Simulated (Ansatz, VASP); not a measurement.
MgI2: VASP beside Ansatz

INCAR

```
SYSTEM = MgI2
PREC = Accurate ; ENCUT = 520
EDIFF = 1E-7 ; ISMEAR = -1
SIGMA = 0.02 ; LREAL = .False.
LASPH = .True. ; NELM = 100
ALGO = Normal ; ISIF = 2
LWAVE = .False. ; LCHARG = .True.
GGA = PE ; LELF = .True.
LVHAR = .True. ; NBANDS = 15
```

Contents of KPOINTS:

```
regular mesh
0
Gamma
  12 12 4
  0 0 0
```

The input POSCAR:

```
MgI2
1.0
    4.2195712777      0.0000000000      0.0000000000
   -2.1097856388      3.6542559196      0.0000000000
    0.0000000000      0.0000000000      6.8217752176
Mg I
1 2
Direct
    0.0000000000      0.0000000000      0.0000000000
    0.3333333333      0.6666666667      0.2413693008
    0.6666666667      0.3333333333      0.7586306992
```

Input for Ansatz:

```yaml
crystal:
  lattice:
    - [4.2195712777, 0.0, 0.0]
    - [-2.1097856388, 3.6542559196, 0.0]
    - [0.0, 0.0, 6.8217752176]
  atoms:
    - { symbol: Mg, position: [0.0, 0.0, 0.0] }
    - { symbol: I, position: [0.3333333333, 0.6666666667, 0.2413693008] }
    - { symbol: I, position: [0.6666666667, 0.3333333333, 0.7586306992] }
kpoints:
  mp_grid: { grid: [12, 12, 4] }
  band_path:
    path:
      - [0.0, 0.0, 0.0]
      - [0.5, 0.0, 0.0]
      - [0.3333333333, 0.3333333333, 0.0]
      - [0.0, 0.0, 0.5]
      - [0.5, 0.0, 0.5]
      - [0.3333333333, 0.3333333333, 0.5]
      - [0.0, 0.463542, 0.3125]
    npoints: 1
hamiltonian:
  xc: pbe
scf:
  occupations: { method: fermi_dirac, width: 0.02 }
  n_extra_bands: 4
output:
  forces: true
  stress: true
  eigenvalues: true
```

Change from the starting cell: epitaxial_xy strain +1.5%.

Alike in both runs: task single point; functional PBE; k mesh 12 × 12 × 4; occupations fermi-dirac, width 0.02 eV; no spin polarisation.

```csv
,VASP,Ansatz
version,VASP 6.6.1,Ansatz 0.2.0
potentials or method,"VASP PAW PBE potentials, release 64 (Mg, I)","plane waves, PAW"
plane-wave cutoff (eV),520,420
valence electrons in the cell,16,44
```

```csv
,VASP,Ansatz,Ansatz less VASP
gap on the k mesh at the Fermi level (eV),3.39,3.41,+0.019
pressure (GPa),0.5,0.5,+0.05
"traceless stress, the component that is largest in VASP (GPa)",0.65,0.65,-0.007
rms of the force components (eV/Å),0.001,0.004,+0.0025
```

Atom by atom the forces differ by 0.005 eV/Å (rms over components). VASP's potentials hold 16 valence electrons a cell and Ansatz's 44, so a difference there can come from the potentials and not from the codes.

Spin-orbit coupling is off throughout.
